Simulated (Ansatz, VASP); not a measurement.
## AlN: VASP beside Ansatz

INCAR

```
SYSTEM = AlN
PREC = Accurate
ENCUT = 520
EDIFF = 1E-7
ISMEAR = 0
SIGMA = 0.05
LREAL = .FALSE.
LASPH = .TRUE.
NELM = 80
ALGO = Normal
ISIF = 2
LWAVE = .FALSE.
LCHARG = .TRUE.
GGA = PS
LELF = .TRUE.
LVHAR = .TRUE.
NBANDS = 11
```

File KPOINTS:

```
regular mesh
0
G
  10 10 10
  0 0 0
```

Contents of POSCAR:

```
AlN
1.0
   -0.1594349019      1.9457794724      1.9457794724
    1.9457794724     -0.1594349019      1.9457794724
    1.9457794724      1.9457794724     -0.1594349019
Al N
1 1
Direct
    0.5000000000      0.5000000000      0.5000000000
    0.0000000000      0.0000000000      0.0000000000
```

Input for Ansatz:

```yaml
crystal:
  lattice:
    - [-0.1594349019, 1.9457794724, 1.9457794724]
    - [1.9457794724, -0.1594349019, 1.9457794724]
    - [1.9457794724, 1.9457794724, -0.1594349019]
  atoms:
    - { symbol: Al, position: [0.5, 0.5, 0.5] }
    - { symbol: "N", position: [0.0, 0.0, 0.0] }
basis:
  ecutwfc: 520.0
kpoints:
  mp_grid: { grid: [10, 10, 10] }
hamiltonian:
  xc: pbesol
  pseudopotentials: { kind: paw, azcp: { folder: soft_1 } }
scf:
  occupations: { method: gaussian, width: 0.05 }
output:
  forces: true
  stress: true
  eigenvalues: true
```

Alike in both runs: task single point; functional PBEsol; k mesh 10 × 10 × 10; occupations gaussian, width 0.05 eV; no spin polarisation.

|  | VASP | Ansatz |
| --- | --- | --- |
| version | VASP 6.6.1 | Ansatz 0.2.0 |
| potentials or method | VASP PAW PBE potentials, release 64 (Al, N), cutoff 520 eV | scalar-relativistic, plane waves, PAW |
| valence electrons in the cell | 8 | 8 |

Ansatz gave:

- gap on the k mesh at the Fermi level (eV): 2.57
- least direct gap on the mesh (eV): 4.21
- pressure (GPa): 1.0
- traceless stress, the component that is largest in VASP (GPa): 21.38

What did VASP give for the same quantities?

gap on the k mesh at the Fermi level (eV): 2.57; least direct gap on the mesh (eV): 4.23; pressure (GPa): 1.1; traceless stress, the component that is largest in VASP (GPa): 21.40.

VASP's potentials were made for PBE, not for PBEsol, and Ansatz warns of the same on its side.
